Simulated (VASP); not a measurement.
Wanted: the native input for a VASP 6.6.1 run.

| Property | Result |
| --- | --- |
| Task | single point |
| Functional | PBEsol |
| Potentials or basis | VASP PAW PBE potentials, release 64 (Bi_d) |
| Cutoff | 520 eV |
| k mesh | 9 × 9 × 3 |
| Occupations | fermi-dirac, width 0.03 eV |
| Spin | no spin polarisation |
| Dipole correction | no |
| Further INCAR settings | ALGO = Normal; EDIFF = 1e-06; NBANDS = 22 |

The structure of Bi lies in POSCAR:

```
Bi
1.0
    4.5690607804      0.0000000000      0.0000000000
   -2.2845303902      3.9569227073      0.0000000000
    0.0000000000      0.0000000000     11.9073400314
Bi
2
Direct
    0.3333333333      0.6666666667      0.2500000000
    0.6666666667      0.3333333333      0.7500000000
```

This isn't the form of Bi at room conditions, which is rhombohedral.

The input as run:

INCAR

```
SYSTEM = Bi
PREC = Accurate ; ENCUT = 520
EDIFF = 1E-6 ; ISMEAR = -1
SIGMA = 0.03 ; LREAL = .FALSE.
LASPH = .TRUE. ; NELM = 100
ALGO = Normal ; ISIF = 2
LWAVE = .FALSE. ; LCHARG = .FALSE.
GGA = PS ; NBANDS = 22
```

KPOINTS

```
Automatic mesh
0
G
  9 9 3
  0 0 0
```

Potentials or basis: VASP PAW PBE potentials, release 64 (Bi_d).

Run with:

```bash
$ cat potpaw_PBE.64/Bi_d/POTCAR > POTCAR
$ mpirun -np 1 vasp_std > vasp.out
```

Results of the run:

| Property | Result |
| --- | --- |
| Pressure | -3.4 GPa |
| Band gap on the k mesh | zero (bands 15 and 16 overlap by 2.06 eV) |

Caveat: the cell stands under tension; the PAW data sets were made with another functional, which shifts forces and pressure a little; spin-orbit coupling is left out, which moves the levels of the heavy elements.

It took 84 s on 1 thread of Intel(R) Xeon(R) Platinum 8259CL CPU @ 2.50GHz (Skylake/Cascade Lake) (shared host), peak memory 0.37 GiB.
